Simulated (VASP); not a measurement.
# Cs (Pm-3m) in VASP: a series of runs

Runs on Cs. Level: BLYP. Tasks: single point.

Program: VASP 6.6.1. These are calculated values, not measurements. Logs are shortened: lines on timing, memory, paths and dates and some standing lists are left out, and cuts for length are marked.

### Step 1. The cell of the first run

The structure is cubic, space group Pm-3m (No. 221). Conventional cell: a = 5.056 Å, b = 5.056 Å, c = 5.056 Å, α = 90.00°, β = 90.00°, γ = 90.00°.

### Step 2. Single point, BLYP (volume scaled by 0.88)

Input file INCAR:

```
AGGAC    = 1.0          
AGGAX    = 1.0          
ALDAC    = 0.0          
ALDAX    = 1.0          
ALGO     = Normal         # electronic algorithm
EDIFF    = 1E-6           # SCF threshold, eV
ENCUT    = 520            # plane-wave cutoff, eV
GGA      = B5             # functional
ISIF     = 2              # what is computed and relaxed
ISMEAR   = -1             # smearing method
LASPH    = True           # aspherical terms in the spheres
LCHARG   = False          # write CHGCAR
LREAL    = False          # projectors in reciprocal space
LWAVE    = False          # write WAVECAR
NBANDS   = 10             # bands
NELM     = 80             # most SCF steps
PREC     = Accurate       # precision mode
SIGMA    = 0.1            # smearing width, eV
```

Input file KPOINTS:

```
k-points
0
Gamma
  7 7 7
```

Input file POSCAR:

```
Cs
1.0
    5.0560437526      0.0000000000      0.0000000000
    0.0000000000      5.0560437526      0.0000000000
    0.0000000000      0.0000000000      5.0560437526
Cs
1
Direct
    0.0000000000      0.0000000000      0.0000000000
```

Potentials or basis: VASP PAW PBE potentials, release 64 (Cs_sv).

Started as:

```
$ cat potpaw_PBE.64/Cs_sv/POTCAR > POTCAR
$ mpirun -np 1 vasp_std > vasp.out
```

OUTCAR:

```text
EDIFF = 1E-6
   ENCUT = 520
   GGA = B5
   ISIF = 2
   ISMEAR = -1
   LASPH = True
   LREAL = False
   NELM = 80
   PREC = Accurate

 ion  position               nearest neighbor table
   1  0.000  0.000  0.000-

  LATTYP: Found a simple cubic cell.
 ALAT       =     5.0560437526

  Lattice vectors:

 A1 = (   5.0560437526,   0.0000000000,   0.0000000000)
 A2 = (   0.0000000000,   5.0560437526,   0.0000000000)
 A3 = (   0.0000000000,   0.0000000000,   5.0560437526)

Analysis of symmetry for initial positions (statically):
=====================================================================
 Subroutine PRICEL returns:
 Original cell was already a primitive cell.

 Routine SETGRP: Setting up the symmetry group for a
 simple cubic supercell.

 Subroutine GETGRP returns: Found 48 space group operations
 (whereof 48 operations were pure point group operations)
 out of a pool of 48 trial point group operations.

The static configuration has the point symmetry O_h .

Analysis of symmetry for dynamics (positions and initial velocities):
=====================================================================
 Subroutine PRICEL returns:
 Original cell was already a primitive cell.

 Routine SETGRP: Setting up the symmetry group for a
 simple cubic supercell.

 Subroutine GETGRP returns: Found 48 space group operations
 (whereof 48 operations were pure point group operations)
 out of a pool of 48 trial point group operations.

The dynamic configuration has the point symmetry O_h .

 Subroutine INISYM returns: Found 48 space group operations
 (whereof 48 operations are pure point group operations),
 and found     1 'primitive' translations

----------------------------------------------------------------------------------------

                                     Primitive cell

  volume of cell :     129.2506

  direct lattice vectors                    reciprocal lattice vectors
     5.056043753  0.000000000  0.000000000     0.197783099  0.000000000  0.000000000
     0.000000000  5.056043753  0.000000000     0.000000000  0.197783099  0.000000000
     0.000000000  0.000000000  5.056043753     0.000000000  0.000000000  0.197783099

  length of vectors
     5.056043753  5.056043753  5.056043753     0.197783099  0.197783099  0.197783099

  position of ions in fractional coordinates (direct lattice)
     0.000000000  0.000000000  0.000000000

  ion indices of the primitive-cell ions
   primitive index   ion index
                 1           1

----------------------------------------------------------------------------------------

 KPOINTS: k-points

Automatic generation of k-mesh.
 Grid dimensions read from file:
 generate k-points for:    7    7    7

 Generating k-lattice:

  Cartesian coordinates                     Fractional coordinates (reciprocal lattice)
     0.028254728  0.000000000  0.000000000     0.142857143  0.000000000  0.000000000
     0.000000000  0.028254728  0.000000000     0.000000000  0.142857143  0.000000000
     0.000000000  0.000000000  0.028254728     0.000000000  0.000000000  0.142857143

  Length of vectors
     0.028254728  0.028254728  0.028254728

  Shift w.r.t. Gamma in fractional coordinates (k-lattice)
     0.000000000  0.000000000  0.000000000

 Subroutine IBZKPT returns following result:
 ===========================================

 Found     20 irreducible k-points:

 Following reciprocal coordinates:
            Coordinates               Weight
  0.000000  0.000000  0.000000      1.000000
  0.142857  0.000000  0.000000      6.000000
  0.285714  0.000000  0.000000      6.000000
  0.428571  0.000000  0.000000      6.000000
  0.142857  0.142857  0.000000     12.000000
  0.285714  0.142857  0.000000     24.000000
[... 12 lines left out ...]
  0.428571  0.428571  0.285714     24.000000
  0.428571  0.428571  0.428571      8.000000
   k-points           NKPTS =     20   k-points in BZ     NKDIM =     20   number of bands    NBANDS=     10
   number of dos      NEDOS =    301   number of ions     NIONS =      1
   total plane-waves  NPLWV =  64000
   dimension x,y,z NGX =    40 NGY =   40 NGZ =   40
   dimension x,y,z NGXF=    80 NGYF=   80 NGZF=   80
   ions per type =               1
   NGX,Y,Z   is equivalent  to a cutoff of  13.15, 13.15, 13.15 a.u.
   NGXF,Y,Z  is equivalent  to a cutoff of  26.30, 26.30, 26.30 a.u.
 SYSTEM =  unknown system
   PREC   = accura    normal or accurate (medium, high low for compatibility)
   ISTART =      0    job   : 0-new  1-cont  2-samecut
   ICHARG =      2    charge: 1-file 2-atom 10-const
   ISPIN  =      1    spin polarized calculation?
   LNONCOLLINEAR =      F non collinear calculations
   LSORBIT =      F    spin-orbit coupling
   LASPH  =      T    aspherical Exc in radial PAW
   ENCUT  =  520.0 eV  38.22 Ry    6.18 a.u.   9.40  9.40  9.40*2*pi/ulx,y,z
   NELM   =     80;   NELMIN=  2; NELMDL= -5     # of ELM steps
   EDIFF  = 0.1E-05   stopping-criterion for ELM
   LREAL  =      F    real-space projection
   EDIFFG = 0.1E-04   stopping-criterion for IOM
   NSW    =      0    number of steps for IOM
   IBRION =     -1    ionic relax: 0-MD 1-quasi-New 2-CG
   NFREE  =      0    steps in history (QN), initial steepest desc. (CG)
   ISIF   =      2    stress and relaxation
   ISYM   =      2    0-nonsym 1-usesym 2-fastsym
   POTIM  = 0.5000    time-step for ionic-motion
   TEBEG  =    0.0;   TEEND  =   0.0 temperature during run
   PSTRESS=    0.0 pullay stress
   NELECT =       9.0000    total number of electrons
   NUPDOWN=      -1.0000    fix difference up-down
   EMIN   =  10.00;   EMAX   =-10.00  energy-range for DOS
   EFERMI =   0.00;   METHOD = LEGACY
   ISMEAR =    -1;   SIGMA  =   0.10  broadening in eV -4-tet -1-fermi 0-gaus
   EFERMI_NEDOS =   21; number of points for ismear=-14 and -15
   IALGO  =     38    algorithm
   IMIX   =      4    mixing-type and parameters
     AMIX     =   0.40;   BMIX     =  1.00
     AMIX_MAG =   1.60;   BMIX_MAG =  1.00
  volume/ion in A,a.u.               =     129.25       872.23
  Fermi-wavevector in a.u.,A,eV,Ry     =   0.673511  1.272752  6.171839  0.453617
  Thomas-Fermi vector in A             =   1.749953
   LORBIT       =      0    0 simple, 1 ext, 2 COOP (PROOUT), +10 PAW based schemes
   GGA     = B5    functional components
   LHFCALC =     F    Hartree Fock is set to
   AEXX    =    0.0000 exact exchange contribution
   IVDW    =     0    specifies the selected vdW correction
   LEPSILON=     F    determine dielectric tensor
   LRPA    =     F    only Hartree local field effects (RPA)
 non-spin polarized calculation
  energy-cutoff  :      520.00
  volume of cell :      129.25
 maximum number of plane-waves:      3507
 NGX is ok and might be reduce to    40
   NGX = 19   NGY = 19   NGZ = 19

 number of electron       9.0000001 magnetization

 Free energy of the ion-electron system (eV)
  ---------------------------------------------------
  ext. energy  EPLUGINS =         0.00000000
  ---------------------------------------------------
  free energy    TOTEN  =        -0.47358706 eV

  energy without entropy =       -0.43966438  energy(sigma->0) =       -0.45662572

 E-fermi :   0.6445     XC(G=0):  -4.6568

 val. band max:        0.5414358606   @ k =   0.4286   0.1429   0.1429
 cond. band min:       0.7513014218   @ k =   0.2857   0.2857   0.2857
 fundamental gap:      0.2098655612
 Fermi energy:         0.6444792253

 k-point     1 :       0.0000    0.0000    0.0000
  band No.  band energies     occupation
      1     -23.4655      2.00000
      2     -10.2449      2.00000
      3     -10.2449      2.00000
      4     -10.2449      2.00000
      5      -0.9133      2.00000
      6       1.8365      0.00001
      7       1.8365      0.00001
      8       4.5502      0.00000
      9       4.5502      0.00000
     10       4.5502      0.00000

 k-point     2 :       0.1429    0.0000    0.0000
  band No.  band energies     occupation
      1     -23.4644      2.00000
      2     -10.2746      2.00000
      3     -10.2424      2.00000
      4     -10.2424      2.00000
      5      -0.7543      2.00000
      6       1.8910      0.00001
      7       1.8948      0.00001
      8       4.1271      0.00000
      9       4.1271      0.00000
     10       4.5761      0.00000

 k-point     3 :       0.2857    0.0000    0.0000
  band No.  band energies     occupation
      1     -23.4619      2.00000
      2     -10.3398      2.00000
      3     -10.2368      2.00000
      4     -10.2368      2.00000
      5      -0.3271      1.99988
      6       1.8111      0.00002
      7       2.0400      0.00000
      8       3.6050      0.00000
      9       3.6050      0.00000
     10       4.5608      0.00000

 k-point     4 :       0.4286    0.0000    0.0000
  band No.  band energies     occupation
      1     -23.4599      2.00000
      2     -10.3908      2.00000
      3     -10.2322      2.00000
      4     -10.2322      2.00000
      5       0.2036      1.97595
      6       1.3709      0.00140
      7       2.1756      0.00000
      8       3.3139      0.00000
      9       3.3139      0.00000
     10       4.6868      0.00000
[... 170 lines left out ...]
 k-point    18 :       0.4286    0.2857    0.2857
  band No.  band energies     occupation
      1     -23.4527      2.00000
      2     -10.3683      2.00000
      3     -10.3154      2.00000
      4     -10.3123      2.00000
      5       1.1905      0.00847
      6       1.7901      0.00002
      7       2.1315      0.00000
      8       2.9512      0.00000
      9       3.0689      0.00000
     10       3.7323      0.00000

 k-point    19 :       0.4286    0.4286    0.2857
  band No.  band energies     occupation
      1     -23.4507      2.00000
      2     -10.3624      2.00000
      3     -10.3618      2.00000
      4     -10.3084      2.00000
      5       1.3687      0.00143
      6       1.9036      0.00001
      7       1.9938      0.00000
      8       2.7448      0.00000
      9       3.7550      0.00000
     10       3.8719      0.00000

 k-point    20 :       0.4286    0.4286    0.4286
  band No.  band energies     occupation
      1     -23.4487      2.00000
      2     -10.3566      2.00000
      3     -10.3558      2.00000
      4     -10.3558      2.00000
      5       1.5776      0.00018
      6       1.7587      0.00003
      7       1.7587      0.00003
      8       3.6689      0.00000
      9       3.9650      0.00000
     10       3.9650      0.00000

------------------------ aborting loop because EDIFF is reached ----------------------------------------

  FORCE on cell =-STRESS in cart. coord.  units (eV):
  Direction    XX          YY          ZZ          XY          YZ          ZX
  --------------------------------------------------------------------------------------
  -------------------------------------------------------------------------------------
  Total        0.1389762      0.1389762      0.1389762     -0.0000000      0.0000000     -0.0000000
  in kB        1.7227358      1.7227358      1.7227358     -0.0000000      0.0000000     -0.0000000
  external PRESSURE =       1.7227358 kB  Pullay stress =       0.0000000 kB

 VOLUME and BASIS-vectors are now :
 -----------------------------------------------------------------------------
  energy-cutoff  :      520.00
  volume of cell :      129.25
      direct lattice vectors                 reciprocal lattice vectors
     5.056043753  0.000000000  0.000000000     0.197783099  0.000000000  0.000000000
     0.000000000  5.056043753  0.000000000     0.000000000  0.197783099  0.000000000
     0.000000000  0.000000000  5.056043753     0.000000000  0.000000000  0.197783099

 POSITION                                       TOTAL-FORCE (eV/Angst)
 -----------------------------------------------------------------------------------
      0.00000      0.00000      0.00000         0.000000      0.000000      0.000000
 -----------------------------------------------------------------------------------
    total drift:                               -0.000000     -0.000000     -0.000000

  FREE ENERGIE OF THE ION-ELECTRON SYSTEM (eV)
  ---------------------------------------------------
  free  energy   TOTEN  =        -0.4735870595 eV

  energy  without entropy=       -0.4396643772  energy(sigma->0) =       -0.45662572
```

It took 14 s on 1 thread of Intel Xeon 6975P-C (Granite Rapids), shared host; peak memory 0.23 GiB.

Results:

- Free energy: -0.4736 eV
- Pressure: 0.2 GPa

Levels at points of the mesh, in eV from the Fermi level:
```tsv
k point	band 3	band 4	band 5	band 6	band 7	band 8
(0.00, 0.00, 0.00)	-10.89	-10.89	-1.56	1.19	1.19	3.91
```

Caveat: the PAW data sets were made with another functional, which shifts forces and pressure a little; spin-orbit coupling is left out, which moves the levels of the heavy elements.

### Step 3. Single point, BLYP (volume scaled by 0.92)

Input file INCAR:

```
SYSTEM = Cs
PREC     = Accurate       ! precision mode
ENCUT    = 520            ! plane-wave cutoff, eV
EDIFF    = 1E-7           ! SCF threshold, eV
ISMEAR   = -1             ! smearing method
SIGMA    = 0.1            ! smearing width, eV
LREAL    = .False.        ! projectors in reciprocal space
LASPH    = .True.         ! aspherical terms in the spheres
NELM     = 60             ! most SCF steps
ALGO     = Normal         ! electronic algorithm
ISIF     = 2              ! what is computed and relaxed
LWAVE    = .False.        ! write WAVECAR
LCHARG   = .False.        ! write CHGCAR
GGA      = B5             ! functional
ALDAX    = 1.0          
AGGAX    = 1.0          
AGGAC    = 1.0          
ALDAC    = 0.0          
NBANDS   = 10             ! bands
```

Input file KPOINTS:

```
regular mesh
0
Gamma
  7 7 7
  0 0 0
```

Input file POSCAR:

```
Cs
1.0
    5.1315182194      0.0000000000      0.0000000000
    0.0000000000      5.1315182194      0.0000000000
    0.0000000000      0.0000000000      5.1315182194
Cs
1
Direct
    0.0000000000      0.0000000000      0.0000000000
```

Potentials or basis: VASP PAW PBE potentials, release 64 (Cs_sv).

Started as:

```
$ cat potpaw_PBE.64/Cs_sv/POTCAR > POTCAR
$ mpirun -np 1 vasp_std > vasp.out
```

It took 16 s on 1 thread of Intel Xeon 6975P-C (Granite Rapids), shared host; peak memory 0.23 GiB.

It converged, with:

```yaml
Free_energy: -0.4788 eV
Pressure: 0.1 GPa
```

Levels at points of the mesh, in eV from the Fermi level:
| k point | band 2 | band 3 | band 4 | band 5 | band 6 | band 7 | band 8 | band 9 |
| --- | --- | --- | --- | --- | --- | --- | --- | --- |
| (0.00, 0.00, 0.00) | -10.90 | -10.90 | -10.90 | -1.51 | 1.21 | 1.21 | 3.81 | 3.81 |

Caveat: the PAW data sets were made with another functional, which shifts forces and pressure a little; spin-orbit coupling is left out, which moves the levels of the heavy elements.

### Step 4. Single point, BLYP (volume scaled by 0.96)

Input file INCAR:

```
SYSTEM = Cs
AGGAC    = 1.0          
AGGAX    = 1.0          
ALDAC    = 0.0          
ALDAX    = 1.0          
ALGO     = Normal         ! electronic algorithm
EDIFF    = 1E-7           ! SCF threshold, eV
ENCUT    = 520            ! plane-wave cutoff, eV
GGA      = B5             ! functional
ISIF     = 2              ! what is computed and relaxed
ISMEAR   = -1             ! smearing method
LASPH    = .TRUE.         ! aspherical terms in the spheres
LCHARG   = .FALSE.        ! write CHGCAR
LREAL    = .FALSE.        ! projectors in reciprocal space
LWAVE    = .FALSE.        ! write WAVECAR
NBANDS   = 10             ! bands
NELM     = 100            ! most SCF steps
PREC     = Accurate       ! precision mode
SIGMA    = 0.1            ! smearing width, eV
```

Input file KPOINTS:

```
k-points
0
G
  7 7 7
  0 0 0
```

Input file POSCAR:

```
Cs
1.0
    5.2048355281      0.0000000000      0.0000000000
    0.0000000000      5.2048355281      0.0000000000
    0.0000000000      0.0000000000      5.2048355281
Cs
1
Direct
    0.0000000000      0.0000000000      0.0000000000
```

Started as:

```
$ cat potpaw_PBE.64/Cs_sv/POTCAR > POTCAR
$ mpirun -np 1 vasp_std > vasp.out
```

It took 16 s on 1 thread of Intel Xeon 6975P-C (Granite Rapids), shared host; peak memory 0.23 GiB.

Results (log left out):

```yaml
Free_energy: -0.4817 eV
Pressure: 0.0 GPa
```

Levels at points of the mesh, in eV from the Fermi level:
```tsv
k point	band 1	band 2	band 3	band 4	band 5	band 6	band 7	band 8	band 9	band 10
(0.00, 0.00, 0.00)	-24.12	-10.91	-10.91	-10.91	-1.46	1.22	1.22	3.73	3.73	3.73
```

Caveat: the PAW data sets were made with another functional, which shifts forces and pressure a little; spin-orbit coupling is left out, which moves the levels of the heavy elements.

### Step 5. Summary

```tsv
cell	gap on the mesh (eV)	pressure (GPa)
a = 5.056 Å, 1 atom	none	0.2
a = 5.132 Å, 1 atom	none	0.1
a = 5.205 Å, 1 atom	none	0.0
```

Alike in all rows: task single point; level BLYP; potentials or basis VASP PAW PBE potentials, release 64 (Cs_sv); no spin polarisation; k mesh 7 × 7 × 7; cutoff (eV) 520; smearing fermi-dirac 0.1 eV.

Caveats: the PAW data sets were made with another functional, which shifts forces and pressure a little; spin-orbit coupling is left out, which moves the levels of the heavy elements.

Total energies depend on the potentials used, so only differences within one code and one set of settings carry meaning.
